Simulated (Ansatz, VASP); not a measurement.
GaAs in VASP and in Ansatz

Contents of INCAR:

```
  PREC = Accurate
  ENCUT = 520
  EDIFF = 1E-8
  ISMEAR = -1
  SIGMA = 0.05
  LREAL = False
  LASPH = True
  NELM = 80
  ALGO = Normal
  ISIF = 2
  LWAVE = False
  LCHARG = False
  GGA = PE
  LEFG = True
  NBANDS = 16
```

KPOINTS

```
Automatic mesh
0
Gamma
  11 11 11
```

Contents of POSCAR:

```
GaAs
1.0
    0.0000000000      2.8173955816      2.8173955816
    2.8173955816      0.0000000000      2.8173955816
    2.8173955816      2.8173955816      0.0000000000
Ga As
1 1
Direct
    0.0000000000      0.0000000000      0.0000000000
    0.7500000000      0.7500000000      0.7500000000
```

Input for Ansatz:

```yaml
crystal:
  lattice:
    - [0.0, 2.8173955816, 2.8173955816]
    - [2.8173955816, 0.0, 2.8173955816]
    - [2.8173955816, 2.8173955816, 0.0]
  atoms:
    - { symbol: Ga, position: [0.0, 0.0, 0.0] }
    - { symbol: As, position: [0.75, 0.75, 0.75] }
kpoints:
  mp_grid: { grid: [11, 11, 11] }
scf:
  occupations: { method: fermi_dirac, width: 0.05 }
hamiltonian:
  xc: pbe
  pseudopotentials: { kind: all_electron, datasets: crystal }
output:
  forces: true
  stress: true
  eigenvalues: true
  efg: { contact_densities: true }
```

Change from the starting cell: volume scaled by 0.99, crystal datasets.

Alike in both runs: task electric field gradients; functional PBE; k mesh 11 × 11 × 11; occupations fermi-dirac, width 0.05 eV; no spin polarisation.

|  | VASP | Ansatz |
| --- | --- | --- |
| version | VASP 6.6.1 | Ansatz 0.2.0 |
| potentials or method | VASP PAW PBE potentials, release 64 (Ga_d, As), cutoff 520 eV | all-electron PAW with datasets made for the crystal, scalar-relativistic |

```tsv
	VASP	Ansatz	Ansatz less VASP
pressure (GPa)	4.3	4.1	-0.20
```

Ansatz ran all-electron here, and VASP with PAW potentials.
